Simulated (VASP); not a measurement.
Set up this calculation in VASP 6.6.1, as the native input.

```
Task                   : single point
Functional             : LDA
Potentials or basis    : VASP PAW LDA potentials, release 64 (Tc_pv, Mo_sv)
Cutoff                 : 520 eV
k mesh                 : 5 × 5 × 5
Occupations            : fermi-dirac, width 0.05 eV
Spin                   : no spin polarisation
Dipole correction      : no
Further INCAR settings : ALGO = Normal; EDIFF = 1e-06; NBANDS = 34
```

The structure of Tc3Mo lies in POSCAR:

```
Tc3Mo
1.0
    3.9143190000      0.0000000000      0.0000000000
    0.0000000000      3.9143190000      0.0000000000
    0.0000000000      0.0000000000      3.9143190000
Tc Mo
3 1
Direct
    0.0000000000      0.5000000000      0.5000000000
    0.5000000000      0.0000000000      0.5000000000
    0.5000000000      0.5000000000      0.0000000000
    0.0000000000      0.0000000000      0.0000000000
```

One way to write it, as run:

INCAR

```
  PREC = Accurate
  ENCUT = 520
  EDIFF = 1E-6
  ISMEAR = -1
  SIGMA = 0.05
  LREAL = F
  LASPH = T
  NELM = 100
  ALGO = Normal
  ISIF = 2
  LWAVE = F
  LCHARG = F
  NBANDS = 34
```

KPOINTS

```
Automatic mesh
0
Gamma
  5 5 5
```

Potentials or basis: VASP PAW LDA potentials, release 64 (Tc_pv, Mo_sv).

Run with:

```bash
$ cat potpaw_LDA.64/Tc_pv/POTCAR potpaw_LDA.64/Mo_sv/POTCAR > POTCAR
$ mpirun -np 1 vasp_std > vasp.out
```

It gave:

The pressure is -16.3 GPa.

It took 16 s on 1 thread of Intel Xeon 6975P-C, on a shared host, peak memory 0.15 GiB.
